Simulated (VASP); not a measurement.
# Ge: vibrations by perturbation theory with LDA

Crystal: Ge.

```xyz
4
Lattice="3.9976 0.0000 0.0000 -1.9988 3.4620 0.0000 0.0000 0.0000 6.5994" Properties=species:S:1:pos:R:3 pbc="T T T"
Ge    0.0000    2.3080    6.1843
Ge    1.9988    1.1540    2.8846
Ge    0.0000    2.3080    3.7148
Ge    1.9988    1.1540    0.4151
```

This isn't the form of Ge at room conditions, which is diamond.

- Program: VASP 6.6.1
- Task: vibrations by perturbation theory
- Functional: LDA
- Potentials or basis: VASP PAW LDA potentials, release 64 (Ge_d)
- Cutoff: 520 eV
- k mesh: 6 × 6 × 3
- Occupations: fermi-dirac, width 0.05 eV
- Spin: no spin polarisation
- Dipole correction: no
- Further INCAR settings: ALGO = Normal; EDIFF = 1e-08; NBANDS = 36; IBRION = 8; NSW = 1

| Item | Value |
| --- | --- |
| Highest phonon frequency at Γ | 281 cm⁻¹ |

Phonon frequencies in cm⁻¹ (negative: imaginary):
| q point | frequencies |
| --- | --- |
| (0.000, 0.000, 0.000) | 0 0 0 58 58 210 228 271 271 280 280 281 |

Wall time 3.4 min on 1 thread of Intel(R) Xeon(R) 6975P-C (Granite Rapids), with other jobs on the host, peak memory 0.43 GiB.

Caveat: the cell stands under pressure or tension, which shifts response properties.
